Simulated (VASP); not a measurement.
Write the native input for VASP 6.6.1 that does the following.

| Quantity | Value |
| --- | --- |
| Task | single point |
| Functional | PBE |
| Potentials or basis | VASP PAW PBE potentials, release 64 (Cs_sv, B) |
| Cutoff | 520 eV |
| k mesh | 4 × 4 × 4 |
| Occupations | gaussian, width 0.1 eV |
| Spin | no spin polarisation |
| Dipole correction | no |
| Further INCAR settings | ALGO = Normal; EDIFF = 1e-06; NBANDS = 28 |

The structure of Cs3B4 lies in POSCAR:

```
Cs3B4
1.0
    5.9785347118      0.0000000000      0.0000000000
    0.0000000000      5.9785347118      0.0000000000
    0.0000000000      0.0000000000      5.9785347118
Cs B
3 4
Direct
    0.0000000000      0.0000000000      0.5000000000
    0.5000000000      0.0000000000      0.0000000000
    0.0000000000      0.5000000000      0.0000000000
    0.6024785446      0.6024785446      0.6024785446
    0.3975214554      0.3975214554      0.6024785446
    0.3975214554      0.6024785446      0.3975214554
    0.6024785446      0.3975214554      0.3975214554
```

The cell was generated, and may not be a known phase.

These files were run (other wordings do the same):

INCAR

```
SYSTEM = Cs3B4
  ALGO = Normal
  EDIFF = 1E-6
  ENCUT = 520
  GGA = PE
  ISIF = 2
  ISMEAR = 0
  LASPH = .TRUE.
  LCHARG = .TRUE.
  LELF = .TRUE.
  LREAL = .FALSE.
  LVHAR = .TRUE.
  LWAVE = .FALSE.
  NBANDS = 28
  NELM = 100
  PREC = Accurate
  SIGMA = 0.1
```

KPOINTS

```
k-points
0
G
  4 4 4
  0 0 0
```

Potentials or basis: VASP PAW PBE potentials, release 64 (Cs_sv, B).

The run is started by

```bash
$ cat potpaw_PBE.64/Cs_sv/POTCAR potpaw_PBE.64/B/POTCAR > POTCAR
$ mpirun -np 1 vasp_std > vasp.out
```

It gave:

The pressure is 0.1 GPa, the largest force is 0.018 eV/Å and the band gap on the k mesh is zero (an odd number of electrons rules out a gap without spin polarisation).

Caveat: spin-orbit coupling is left out, which moves the levels of the heavy elements.

It took 42 s on 1 thread of Intel(R) Xeon(R) 6975P-C (Granite Rapids), on a shared host, peak memory 0.33 GiB.
